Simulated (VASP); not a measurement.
# NdMo (Pmmn) in VASP: a series of runs

The runs below take NdMo through single point, with PBE.

Program: VASP 6.6.1. These are calculated values, not measurements. Logs are shortened: lines on timing, memory, paths and dates and some standing lists are left out, and cuts for length are marked.

## Step 1: The cell of the first run

Symmetry: Pmmn, No. 59, orthorhombic system. Conventional cell: a = 3.417 Å, b = 4.188 Å, c = 6.412 Å, α = 90.00°, β = 90.00°, γ = 90.00°. Nd (site symmetry mm2) has 5 Mo at 2.64 to 3.24 Å and 6 Nd at 3.35 to 3.42 Å within 3.5 Å. Mo (site symmetry mm2) has 5 Nd at 2.64 to 3.24 Å and 6 Mo at 2.83 to 3.42 Å within 3.5 Å.

The cell was built from a structure type or drawn by symmetry, and may not be a known phase.

## Step 2: Single point, PBE

Input file INCAR:

```
SYSTEM = NdMo
PREC     = Accurate       ! precision mode
ENCUT    = 500            ! plane-wave cutoff, eV
EDIFF    = 1E-6           ! SCF threshold, eV
ISMEAR   = 0              ! smearing method
SIGMA    = 0.2            ! smearing width, eV
LREAL    = .FALSE.        ! projectors in reciprocal space
LASPH    = .TRUE.         ! aspherical terms in the spheres
NELM     = 200            ! most SCF steps
ALGO     = Normal         ! electronic algorithm
ISIF     = 2              ! what is computed and relaxed
LWAVE    = .FALSE.        ! write WAVECAR
LCHARG   = .FALSE.        ! write CHGCAR
GGA      = PE             ! functional
NBANDS   = 33             ! bands
GGA_COMPAT= .FALSE.      
LMAXMIX  = 6              ! l up to which the mixer works
```

Input file KPOINTS:

```
regular mesh
0
G
  6 4 3
  0 0 0
```

Input file POSCAR:

```
NdMo
1.0
    3.4171712838      0.0000000000      0.0000000000
    0.0000000000      4.1878750308      0.0000000000
    0.0000000000      0.0000000000      6.4117228358
Nd Mo
2 2
Direct
    0.0000000000      0.5000000000      0.1545553448
    0.5000000000      0.0000000000      0.8454446552
    0.0000000000      0.5000000000      0.5665255220
    0.5000000000      0.0000000000      0.4334744780
```

Potentials or basis: VASP PAW PBE potentials, release 64 (Nd_3, Mo_sv), 4f in core.

The run is started by

```sh
> cat potpaw_PBE.64/Nd_3/POTCAR potpaw_PBE.64/Mo_sv/POTCAR > POTCAR
> mpirun -np 1 vasp_std > vasp.out
```

OUTCAR:

```text
SYSTEM = NdMo
   PREC = Accurate
   ENCUT = 500
   EDIFF = 1E-6
   ISMEAR = 0
   LREAL = .FALSE.
   LASPH = .TRUE.
   NELM = 200
   ISIF = 2
   GGA = PE

 ion  position               nearest neighbor table
   1  0.000  0.500  0.155-   3 2.64   4 3.24   4 3.24   4 3.24   4 3.24   2 3.35   2 3.35   2 3.35
                             2 3.35
   2  0.500  0.000  0.845-   4 2.64   3 3.24   3 3.24   3 3.24   3 3.24   1 3.35   1 3.35   1 3.35
                             1 3.35
   3  0.000  0.500  0.567-   1 2.64   4 2.83   4 2.83   4 2.83   4 2.83   2 3.24   2 3.24   2 3.24
                             2 3.24
   4  0.500  0.000  0.433-   2 2.64   3 2.83   3 2.83   3 2.83   3 2.83   1 3.24   1 3.24   1 3.24
                             1 3.24

  LATTYP: Found a simple orthorhombic cell.
 ALAT       =     3.4171712838
 B/A-ratio  =     1.2255385180
 C/A-ratio  =     1.8763246859

  Lattice vectors:

 A1 = (   3.4171712838,   0.0000000000,   0.0000000000)
 A2 = (   0.0000000000,   4.1878750308,   0.0000000000)
 A3 = (   0.0000000000,   0.0000000000,   6.4117228358)

Analysis of symmetry for initial positions (statically):
=====================================================================
 Subroutine PRICEL returns:
 Original cell was already a primitive cell.

 Routine SETGRP: Setting up the symmetry group for a
 simple orthorhombic supercell.

 Subroutine GETGRP returns: Found  8 space group operations
 (whereof  4 operations were pure point group operations)
 out of a pool of  8 trial point group operations.

The static configuration has the point symmetry C_2v.
 The point group associated with its full space group is D_2h.

Analysis of symmetry for dynamics (positions and initial velocities):
=====================================================================
 Subroutine PRICEL returns:
 Original cell was already a primitive cell.

 Routine SETGRP: Setting up the symmetry group for a
 simple orthorhombic supercell.

 Subroutine GETGRP returns: Found  8 space group operations
 (whereof  4 operations were pure point group operations)
 out of a pool of  8 trial point group operations.

The dynamic configuration has the point symmetry C_2v.
 The point group associated with its full space group is D_2h.

 Subroutine INISYM returns: Found  8 space group operations
 (whereof  4 operations are pure point group operations),
 and found     1 'primitive' translations

----------------------------------------------------------------------------------------

[... 95 lines left out ...]
   EDIFF  = 0.1E-05   stopping-criterion for ELM
   LREAL  =      F    real-space projection
   EDIFFG = 0.1E-04   stopping-criterion for IOM
   NSW    =      0    number of steps for IOM
   IBRION =     -1    ionic relax: 0-MD 1-quasi-New 2-CG
   NFREE  =      0    steps in history (QN), initial steepest desc. (CG)
   ISIF   =      2    stress and relaxation
   ISYM   =      2    0-nonsym 1-usesym 2-fastsym
   POTIM  = 0.5000    time-step for ionic-motion
   TEBEG  =    0.0;   TEEND  =   0.0 temperature during run
   PSTRESS=    0.0 pullay stress
   NELECT =      50.0000    total number of electrons
   NUPDOWN=      -1.0000    fix difference up-down
   EMIN   =  10.00;   EMAX   =-10.00  energy-range for DOS
   EFERMI =   0.00;   METHOD = LEGACY
   ISMEAR =     0;   SIGMA  =   0.20  broadening in eV -4-tet -1-fermi 0-gaus
   EFERMI_NEDOS =   21; number of points for ismear=-14 and -15
   IALGO  =     38    algorithm
   IMIX   =      4    mixing-type and parameters
     AMIX     =   0.40;   BMIX     =  1.00
     AMIX_MAG =   1.60;   BMIX_MAG =  1.00
  volume/ion in A,a.u.               =      22.94       154.80
  Fermi-wavevector in a.u.,A,eV,Ry     =   1.337169  2.526884 24.327517  1.788022
  Thomas-Fermi vector in A             =   2.465739
   LORBIT       =      0    0 simple, 1 ext, 2 COOP (PROOUT), +10 PAW based schemes
   GGA     = PE    functional components
   LHFCALC =     F    Hartree Fock is set to
   AEXX    =    0.0000 exact exchange contribution
   IVDW    =     0    specifies the selected vdW correction
   LEPSILON=     F    determine dielectric tensor
   LRPA    =     F    only Hartree local field effects (RPA)
 non-spin polarized calculation
 Gauss-broadening in eV      SIGMA  =   0.20
  energy-cutoff  :      500.00
  volume of cell :       91.76
 maximum number of plane-waves:      2350
 NGX is ok and might be reduce to    28
   NGX = 13   NGY = 15   NGZ = 23

 number of electron      49.9999995 magnetization

 Free energy of the ion-electron system (eV)
  ---------------------------------------------------
  ext. energy  EPLUGINS =         0.00000000
  ---------------------------------------------------
  free energy    TOTEN  =       -28.87874295 eV

  energy without entropy =      -28.78765518  energy(sigma->0) =      -28.83319907

 E-fermi :   6.7643     XC(G=0): -11.3782

 val. band max:        6.7219258780   @ k =   0.1667   0.2500   0.3333
 cond. band min:       6.7850163512   @ k =   0.1667   0.2500   0.3333
 fundamental gap:      0.0630904732
 Fermi energy:         6.7643416860

 k-point     1 :       0.0000    0.0000    0.0000
  band No.  band energies     occupation
      1     -53.8746      2.00000
      2     -53.7278      2.00000
      3     -30.7342      2.00000
      4     -30.5366      2.00000
      5     -28.2216      2.00000
      6     -28.0493      2.00000
[... 853 lines left out ...]
     32       8.6357      0.00000
     33      11.3086      0.00000

------------------------ aborting loop because EDIFF is reached ----------------------------------------

  FORCE on cell =-STRESS in cart. coord.  units (eV):
  Direction    XX          YY          ZZ          XY          YZ          ZX
  --------------------------------------------------------------------------------------
  -------------------------------------------------------------------------------------
  Total        0.2337262      0.2397783      0.2599550      0.0000000      0.0000000      0.0000000
  in kB        4.0811529      4.1868298      4.5391390      0.0000000      0.0000000      0.0000000
  external PRESSURE =       4.2690406 kB  Pullay stress =       0.0000000 kB

 VOLUME and BASIS-vectors are now :
 -----------------------------------------------------------------------------
  energy-cutoff  :      500.00
  volume of cell :       91.76
      direct lattice vectors                 reciprocal lattice vectors
     3.417171284  0.000000000  0.000000000     0.292639706  0.000000000  0.000000000
     0.000000000  4.187875031  0.000000000     0.000000000  0.238784585  0.000000000
     0.000000000  0.000000000  6.411722836     0.000000000  0.000000000  0.155964321

 POSITION                                       TOTAL-FORCE (eV/Angst)
 -----------------------------------------------------------------------------------
      0.00000      2.09394      0.99097         0.000000      0.000000     -0.041246
      1.70859      0.00000      5.42076         0.000000      0.000000      0.041246
      0.00000      2.09394      3.63240         0.000000      0.000000      0.009806
      1.70859      0.00000      2.77932         0.000000      0.000000     -0.009806
 -----------------------------------------------------------------------------------
    total drift:                               -0.000000      0.000000      0.000000

  FREE ENERGIE OF THE ION-ELECTRON SYSTEM (eV)
  ---------------------------------------------------
  free  energy   TOTEN  =       -28.8787429507 eV

  energy  without entropy=      -28.7876551815  energy(sigma->0) =      -28.83319907
```

It took 35 s on 1 thread of Intel Xeon 6975P-C (Granite Rapids), shared host; peak memory 0.22 GiB.

What came out:

```yaml
Free_energy: -28.8787 eV
Pressure: 0.4 GPa
Largest_force: 0.041 eV/Å
Band_gap_on_the_k_mesh: zero (bands 25 and 26 overlap by 1.15 eV)
```

Forces in eV/Å, atoms in the order of the input:
```
Nd   0.000  0.000 -0.041
Nd   0.000  0.000  0.041
Mo   0.000  0.000  0.010
Mo   0.000  0.000 -0.010
```

Caveat: the k points lie up to 0.38 Å⁻¹ apart, too coarse for converged energies and pressures of a metal; spin-orbit coupling is left out, which moves the levels of the heavy elements; the 4f electrons are frozen in the core, so they carry no moment and show no levels. Spin polarisation is off, so any magnetic state and its effect on volume and gap are missing.

## Step 3: Single point, PBE

This run uses another cell than the first one, of 22.74 Å³/atom.

Input file INCAR:

```
ALGO = Normal
EDIFF = 1E-6
ENCUT = 500
GGA = PE
GGA_COMPAT = False
ISIF = 2
ISMEAR = 0
LASPH = True
LCHARG = True
LELF = True
LMAXMIX = 6
LREAL = False
LVHAR = True
LWAVE = False
NBANDS = 33
NELM = 200
PREC = Accurate
SIGMA = 0.2
```

Input file KPOINTS:

```
k-points
0
Gamma
  6 4 4
```

Input file POSCAR:

```
NdMo
1.0
    3.5678997113      0.0000000000      0.0000000000
    0.0000000000      4.8045048124      0.0000000000
    0.0000000000      0.0000000000      5.3061269993
Nd Mo
2 2
Direct
    0.0000000000      0.0000000000      0.5784734050
    0.5000000000      0.5000000000      0.4215265950
    0.5000000000      0.0000000000      0.0307581871
    0.0000000000      0.5000000000      0.9692418129
```

Potentials or basis: VASP PAW PBE potentials, release 64 (Nd_3, Mo_sv), 4f in core.

The run is started by

```sh
> cat potpaw_PBE.64/Nd_3/POTCAR potpaw_PBE.64/Mo_sv/POTCAR > POTCAR
> mpirun -np 1 vasp_std > vasp.out
```

It took 44 s on 1 thread of Intel Xeon 6975P-C (Granite Rapids), shared host; peak memory 0.24 GiB.

Results (log left out):

```
Free energy            : -28.1207 eV
Pressure               : 0.2 GPa
Largest force          : 0.040 eV/Å
Band gap on the k mesh : zero (bands 25 and 26 overlap by 2.28 eV)
```

Forces in eV/Å, atoms in the order of the input:
```
Nd   0.000  0.000 -0.013
Nd   0.000  0.000  0.013
Mo   0.000  0.000 -0.040
Mo   0.000  0.000  0.040
```

Stress tensor (GPa, compression positive):
```
-0.09  0.00  0.00
 0.00  0.29  0.00
 0.00  0.00  0.28
```

Levels at points of the mesh, in eV from the Fermi level:
```csv
k point,band 22,band 23,band 24,band 25,band 26,band 27,band 28,band 29
"(0.00, 0.00, 0.00)",-1.77,-1.24,0.15,0.91,1.11,1.19,1.56,1.99
"(0.50, 0.00, 0.00)",-1.23,-0.93,-0.93,-0.68,-0.68,0.68,0.68,1.68
"(0.00, 0.50, 0.00)",-1.18,-0.88,-0.88,-0.17,-0.17,0.22,0.22,1.07
"(0.50, 0.50, 0.00)",-0.88,-0.41,-0.41,-0.15,-0.15,0.18,0.18,1.44
"(0.00, 0.00, 0.50)",-1.58,-1.04,-0.48,-0.32,-0.18,0.66,0.85,1.18
"(0.50, 0.00, 0.50)",-1.79,-0.71,-0.71,-0.27,-0.27,1.25,1.25,1.77
"(0.00, 0.50, 0.50)",-1.12,-0.35,-0.35,-0.29,-0.29,-0.11,-0.11,0.51
"(0.50, 0.50, 0.50)",-1.65,-0.51,-0.51,1.45,1.45,1.74,1.74,1.81
```

Caveat: spin-orbit coupling is left out, which moves the levels of the heavy elements; the 4f electrons are frozen in the core, so they carry no moment and show no levels.
